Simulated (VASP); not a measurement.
Ge: single point with LDA

**Measured values to compare with.**

“Electronic and optical properties of SixGe1-x-ySny alloys lattice-matched to Ge”, 2021, arxiv:2109.02782 reports, for a bulk crystal of Ge at 293 K: band gap 0.666 eV (indirect).

Ge:

```
Ge
1.0
     3.97523    0.00000    0.00000
     0.00000    3.97523    0.00000
     1.98761    1.98761    2.81091
Ge
2
Direct
  0.00000 0.00000 0.00000
  0.25000 0.75000 0.50000
```

```
Program                : VASP 6.6.1
Task                   : single point
Functional             : LDA
Potentials or basis    : VASP PAW LDA potentials, release 64 (Ge_d)
Cutoff                 : 520 eV
k mesh                 : 9 × 9 × 12
Occupations            : gaussian, width 0.1 eV
Spin                   : no spin polarisation
Dipole correction      : no
Further INCAR settings : ALGO = Normal; EDIFF = 1e-06; NBANDS = 21; ISYM = 0
```

- Pressure: 0.2 GPa
- Band gap on the k mesh: 0.03 eV

Levels at points of the mesh, in eV from the valence-band top:
| k point | band 11 | band 12 | band 13 | band 14 | band 15 | band 16 | band 17 | band 18 |
| --- | --- | --- | --- | --- | --- | --- | --- | --- |
| (0.00, 0.00, 0.00) | -12.95 | 0.00 | 0.00 | 0.00 | 0.03 | 2.54 | 2.54 | 2.54 |
| (0.00, 0.00, 0.50) | -9.00 | -9.00 | -3.14 | -3.14 | 0.64 | 0.64 | 9.57 | 9.57 |

Run time: 5.3 min on 1 thread of Intel(R) Xeon(R) Platinum 8259CL CPU @ 2.50GHz (Skylake/Cascade Lake), on a shared host, peak memory 0.43 GiB.

Measured gap of Ge: 0.666 eV (indirect; 293 K; “Electronic and optical properties of SixGe1-x-ySny alloys lattice-matched to Ge”, 2021, arxiv:2109.02782). This calculation gives 0.03 eV (-0.63 eV). 3 values of this kind are on record (0.666 to 0.807 eV); this one was drawn at random among those near their median. Spin-orbit coupling on Ge is left out. The value is that of LDA on a finite k mesh, which can miss the band edges, without temperature or zero-point motion. Semilocal functionals fall short of measured gaps as a rule.

Caveat: the smearing spreads over this small gap.
